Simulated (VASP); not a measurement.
# AlRu (Pm-3m) in VASP: further runs

Runs on AlRu. Level: PBE. Tasks: relaxation of cell and atoms, single point.

Everything below comes from runs of VASP 6.6.1. Logs are shortened: lines on timing, memory, paths and dates and some standing lists are left out, and cuts for length are marked.

## Step 1: The cell of the first run

Symmetry: Pm-3m, No. 221, cubic system. The conventional cell has a = 3.004 Å, b = 3.004 Å, c = 3.004 Å, α = 90.00°, β = 90.00°, γ = 90.00°. Al (site symmetry m-3m) has 8 Ru at 2.60 Å and 6 Al at 3.00 Å within 3.4 Å. Within 3.4 Å of Ru (site symmetry m-3m) lie 8 Al at 2.60 Å and 6 Ru at 3.00 Å.

## Step 2: Relaxation of cell and atoms, PBE

INCAR reads:

```
PREC = Accurate
ENCUT = 600
EDIFF = 1E-6
ISMEAR = -1
SIGMA = 0.15
LREAL = False
LASPH = True
NELM = 60
ALGO = Normal
ISIF = 3
LWAVE = False
LCHARG = False
GGA = PE
IBRION = 2
NSW = 80
EDIFFG = -0.001
```

KPOINTS reads:

```
Automatic mesh
0
Gamma
  14 14 14
```

POSCAR reads:

```
AlRu
1.0
    3.0040847246      0.0000000000      0.0000000000
    0.0000000000      3.0040847246      0.0000000000
    0.0000000000      0.0000000000      3.0040847246
Al Ru
1 1
Direct
    0.0000000000      0.0000000000      0.0000000000
    0.5000000000      0.5000000000      0.5000000000
```

Potentials or basis: VASP PAW PBE potentials, release 64 (Al, Ru_pv).

The run is started by

```console
cat potpaw_PBE.64/Al/POTCAR potpaw_PBE.64/Ru_pv/POTCAR > POTCAR
mpirun -np 1 vasp_std > vasp.out
```

OUTCAR:

```text
PREC = Accurate
   ENCUT = 600
   EDIFF = 1E-6
   ISMEAR = -1
   LREAL = False
   LASPH = True
   NELM = 60
   ISIF = 3
   GGA = PE
   IBRION = 2
   NSW = 80
   EDIFFG = -0.001

 ion  position               nearest neighbor table
   1  0.000  0.000  0.000-   2 2.60   2 2.60   2 2.60   2 2.60   2 2.60   2 2.60   2 2.60   2 2.60

   2  0.500  0.500  0.500-   1 2.60   1 2.60   1 2.60   1 2.60   1 2.60   1 2.60   1 2.60   1 2.60

  LATTYP: Found a simple cubic cell.
 ALAT       =     3.0040847246

  Lattice vectors:

 A1 = (   3.0040847246,   0.0000000000,   0.0000000000)
 A2 = (   0.0000000000,   3.0040847246,   0.0000000000)
 A3 = (   0.0000000000,   0.0000000000,   3.0040847246)

Analysis of symmetry for initial positions (statically):
=====================================================================
 Subroutine PRICEL returns:
 Original cell was already a primitive cell.

 Routine SETGRP: Setting up the symmetry group for a
 simple cubic supercell.

 Subroutine GETGRP returns: Found 48 space group operations
 (whereof 48 operations were pure point group operations)
 out of a pool of 48 trial point group operations.

The static configuration has the point symmetry O_h .

Analysis of symmetry for dynamics (positions and initial velocities):
=====================================================================
 Subroutine PRICEL returns:
 Original cell was already a primitive cell.

 Routine SETGRP: Setting up the symmetry group for a
 simple cubic supercell.

 Subroutine GETGRP returns: Found 48 space group operations
 (whereof 48 operations were pure point group operations)
 out of a pool of 48 trial point group operations.

The dynamic configuration has the point symmetry O_h .

 Subroutine INISYM returns: Found 48 space group operations
 (whereof 48 operations are pure point group operations),
 and found     1 'primitive' translations

----------------------------------------------------------------------------------------

                                     Primitive cell

  volume of cell :      27.1104

  direct lattice vectors                    reciprocal lattice vectors
     3.004084725  0.000000000  0.000000000     0.332880092  0.000000000  0.000000000
     0.000000000  3.004084725  0.000000000     0.000000000  0.332880092  0.000000000
     0.000000000  0.000000000  3.004084725     0.000000000  0.000000000  0.332880092

  length of vectors
     3.004084725  3.004084725  3.004084725     0.332880092  0.332880092  0.332880092

  position of ions in fractional coordinates (direct lattice)
     0.000000000  0.000000000  0.000000000
     0.500000000  0.500000000  0.500000000

  ion indices of the primitive-cell ions
   primitive index   ion index
                 1           1
                 2           2

----------------------------------------------------------------------------------------

 KPOINTS: Automatic mesh

Automatic generation of k-mesh.
 Grid dimensions read from file:
 generate k-points for:   14   14   14

 Generating k-lattice:

  Cartesian coordinates                     Fractional coordinates (reciprocal lattice)
     0.023777149  0.000000000  0.000000000     0.071428571  0.000000000  0.000000000
     0.000000000  0.023777149  0.000000000     0.000000000  0.071428571  0.000000000
     0.000000000  0.000000000  0.023777149     0.000000000  0.000000000  0.071428571

  Length of vectors
     0.023777149  0.023777149  0.023777149

  Shift w.r.t. Gamma in fractional coordinates (k-lattice)
     0.000000000  0.000000000  0.000000000

 Subroutine IBZKPT returns following result:
 ===========================================

 Found    120 irreducible k-points:

 Following reciprocal coordinates:
            Coordinates               Weight
  0.000000  0.000000  0.000000      1.000000
  0.071429  0.000000  0.000000      6.000000
  0.142857  0.000000  0.000000      6.000000
  0.214286  0.000000  0.000000      6.000000
  0.285714  0.000000  0.000000      6.000000
  0.357143  0.000000  0.000000      6.000000
[... 16 lines left out ...]
  0.285714  0.214286  0.000000     24.000000
  0.357143  0.214286  0.000000     24.000000
 [... further k-points ...]
   k-points           NKPTS =    120   k-points in BZ     NKDIM =    120   number of bands    NBANDS=     12
   number of dos      NEDOS =    301   number of ions     NIONS =      2
   total plane-waves  NPLWV =  13824
   dimension x,y,z NGX =    24 NGY =   24 NGZ =   24
   dimension x,y,z NGXF=    48 NGYF=   48 NGZF=   48
   ions per type =               1   1
   NGX,Y,Z   is equivalent  to a cutoff of  13.28, 13.28, 13.28 a.u.
   NGXF,Y,Z  is equivalent  to a cutoff of  26.56, 26.56, 26.56 a.u.
 SYSTEM =  unknown system
   PREC   = accura    normal or accurate (medium, high low for compatibility)
   ISTART =      0    job   : 0-new  1-cont  2-samecut
   ICHARG =      2    charge: 1-file 2-atom 10-const
   ISPIN  =      1    spin polarized calculation?
   LNONCOLLINEAR =      F non collinear calculations
   LSORBIT =      F    spin-orbit coupling
   LASPH  =      T    aspherical Exc in radial PAW
   ENCUT  =  600.0 eV  44.10 Ry    6.64 a.u.   6.00  6.00  6.00*2*pi/ulx,y,z
   NELM   =     60;   NELMIN=  2; NELMDL= -5     # of ELM steps
   EDIFF  = 0.1E-05   stopping-criterion for ELM
   LREAL  =      F    real-space projection
   EDIFFG = -.1E-02   stopping-criterion for IOM
   NSW    =     80    number of steps for IOM
   IBRION =      2    ionic relax: 0-MD 1-quasi-New 2-CG
   NFREE  =      1    steps in history (QN), initial steepest desc. (CG)
   ISIF   =      3    stress and relaxation
   ISYM   =      2    0-nonsym 1-usesym 2-fastsym
   POTIM  = 0.5000    time-step for ionic-motion
   TEBEG  =    0.0;   TEEND  =   0.0 temperature during run
   PSTRESS=    0.0 pullay stress
   NELECT =      17.0000    total number of electrons
   NUPDOWN=      -1.0000    fix difference up-down
   EMIN   =  10.00;   EMAX   =-10.00  energy-range for DOS
   EFERMI =   0.00;   METHOD = LEGACY
   ISMEAR =    -1;   SIGMA  =   0.15  broadening in eV -4-tet -1-fermi 0-gaus
   EFERMI_NEDOS =   21; number of points for ismear=-14 and -15
   IALGO  =     38    algorithm
   IMIX   =      4    mixing-type and parameters
     AMIX     =   0.40;   BMIX     =  1.00
     AMIX_MAG =   1.60;   BMIX_MAG =  1.00
  volume/ion in A,a.u.               =      13.56        91.48
  Fermi-wavevector in a.u.,A,eV,Ry     =   1.401239  2.647958 26.714651  1.963471
  Thomas-Fermi vector in A             =   2.524120
   LORBIT       =      0    0 simple, 1 ext, 2 COOP (PROOUT), +10 PAW based schemes
   GGA     = PE    functional components
   LHFCALC =     F    Hartree Fock is set to
   AEXX    =    0.0000 exact exchange contribution
   IVDW    =     0    specifies the selected vdW correction
   LEPSILON=     F    determine dielectric tensor
   LRPA    =     F    only Hartree local field effects (RPA)
 conjugate gradient relaxation of ions
 non-spin polarized calculation
  energy-cutoff  :      600.00
  volume of cell :       27.11
 maximum number of plane-waves:       924
 NGX is ok and might be reduce to    24
   NGX = 11   NGY = 11   NGZ = 11

--------------------------------------- Ionic step        1  -------------------------------------------

 number of electron      16.9999996 magnetization

 Free energy of the ion-electron system (eV)
  ---------------------------------------------------
  ext. energy  EPLUGINS =         0.00000000
  ---------------------------------------------------
  free energy    TOTEN  =       -14.31635151 eV

  energy without entropy =      -14.19957076  energy(sigma->0) =      -14.25796114

------------------------ aborting loop because EDIFF is reached ----------------------------------------

  FORCE on cell =-STRESS in cart. coord.  units (eV):
  Direction    XX          YY          ZZ          XY          YZ          ZX
  --------------------------------------------------------------------------------------
  -------------------------------------------------------------------------------------
  Total        0.0616319      0.0616319      0.0616319     -0.0000000     -0.0000000      0.0000000
  in kB        3.6423328      3.6423328      3.6423328     -0.0000000     -0.0000000      0.0000000
  external PRESSURE =       3.6423328 kB  Pullay stress =       0.0000000 kB
[... 89 lines left out ...]
  FREE ENERGIE OF THE ION-ELECTRON SYSTEM (eV)
  ---------------------------------------------------
  free  energy   TOTEN  =       -14.3164016826 eV

  energy  without entropy=      -14.1993703262  energy(sigma->0) =      -14.25788600

[... ionic steps 4 to 7 ...]

--------------------------------------- Ionic step        8  -------------------------------------------

 number of electron      16.9999996 magnetization

------------------------ aborting loop because EDIFF is reached ----------------------------------------

  FORCE on cell =-STRESS in cart. coord.  units (eV):
  Direction    XX          YY          ZZ          XY          YZ          ZX
  --------------------------------------------------------------------------------------
  -------------------------------------------------------------------------------------
  Total        0.0023880      0.0023880      0.0023880      0.0000000      0.0000000      0.0000000
  in kB        0.1408705      0.1408705      0.1408705      0.0000000      0.0000000      0.0000000
  external PRESSURE =       0.1408705 kB  Pullay stress =       0.0000000 kB
[... 57 lines left out ...]
  energy  without entropy=      -14.1993622912  energy(sigma->0) =      -14.25788230

--------------------------------------- Ionic step       10  -------------------------------------------

 number of electron      16.9999996 magnetization

 Free energy of the ion-electron system (eV)
  ---------------------------------------------------
  ext. energy  EPLUGINS =         0.00000000
  ---------------------------------------------------
  free energy    TOTEN  =       -14.31640231 eV

  energy without entropy =      -14.19936343  energy(sigma->0) =      -14.25788287

 E-fermi :  10.5520     XC(G=0): -12.4929

 val. band max:       10.5473720899   @ k =   0.0714   0.0714   0.0000
 cond. band min:      10.5661571201   @ k =   0.4286   0.4286   0.1429
 fundamental gap:      0.0187850302
 Fermi energy:        10.5519858299

 k-point     1 :       0.0000    0.0000    0.0000
  band No.  band energies     occupation
      1     -31.2446      2.00000
      2     -31.2446      2.00000
      3     -31.2446      2.00000
      4       0.9249      2.00000
      5       7.0291      2.00000
      6       7.0291      2.00000
      7      10.6909      0.56732
      8      10.6909      0.56731
      9      10.6909      0.56731
     10      16.5249      0.00000
     11      16.5249      0.00000
     12      16.5249      0.00000
[... 331 lines left out ...]
 k-point    24 :       0.3571    0.2143    0.0000
  band No.  band energies     occupation
      1     -31.3966      2.00000
      2     -31.3059      2.00000
      3     -31.2243      2.00000
      4       3.7464      2.00000
      5       6.6503      2.00000
      6       8.0226      2.00000
      7       8.9286      1.99996
      8       9.3497      1.99934
      9      10.1840      1.84158
     10      13.1101      0.00000
     11      16.7663      0.00000
     12      19.3700      0.00000

 [... further k-points ...]
[... 5 lines left out ...]
  --------------------------------------------------------------------------------------
  -------------------------------------------------------------------------------------
  Total       -0.0012580     -0.0012580     -0.0012580      0.0000000     -0.0000000      0.0000000
  in kB       -0.0742110     -0.0742110     -0.0742110      0.0000000     -0.0000000      0.0000000
  external PRESSURE =      -0.0742110 kB  Pullay stress =       0.0000000 kB
[... 17 lines left out ...]
  FREE ENERGIE OF THE ION-ELECTRON SYSTEM (eV)
  ---------------------------------------------------
  free  energy   TOTEN  =       -14.3164023120 eV

  energy  without entropy=      -14.1993634336  energy(sigma->0) =      -14.25788287

 reached required accuracy - stopping structural energy minimisation
```

Wall time 32 s (1 thread of Intel Xeon 6975P-C (Granite Rapids), shared host); peak memory 0.18 GiB.

Results:

- Free energy: -14.3164 eV
- Relaxed volume: 13.58 Å³/atom
- Relaxed cell: a = 3.006 Å, b = 3.006 Å, c = 3.006 Å, α = 90.00°, β = 90.00°, γ = 90.00°
- Space group after relaxing (to 0.05 Å): Pm-3m (No. 221)
- Energy gained by relaxing: 0.0 meV/atom
- Ionic steps: 10
- Pressure after relaxing: 0.0 GPa

Final structure:
```cif
data_structure
_symmetry_space_group_name_H-M 'P 1'
_symmetry_Int_Tables_number 1
_cell_length_a 3.0059
_cell_length_b 3.0059
_cell_length_c 3.0059
_cell_angle_alpha 90.000
_cell_angle_beta 90.000
_cell_angle_gamma 90.000
_cell_volume 27.16
loop_
_atom_site_label
_atom_site_type_symbol
_atom_site_fract_x
_atom_site_fract_y
_atom_site_fract_z
_atom_site_occupancy
Al1 Al 0.00000 0.00000 0.00000 1
Ru1 Ru 0.50000 0.50000 0.50000 1
```

Levels at points of the mesh, in eV from the Fermi level:
```csv
k point,band 6,band 7,band 8,band 9,band 10,band 11,band 12
"(0.00, 0.00, 0.00)",-3.52,0.14,0.14,0.14,5.97,5.97,5.97
"(0.50, 0.00, 0.00)",-2.74,-1.61,-1.61,0.38,2.21,7.42,10.92
"(0.50, 0.50, 0.00)",-1.39,-1.39,-1.17,-1.17,1.47,5.18,6.05
"(0.50, 0.50, 0.50)",-4.59,1.56,1.56,2.45,4.07,4.07,4.07
```

(Part 1 of 2 ends here.)
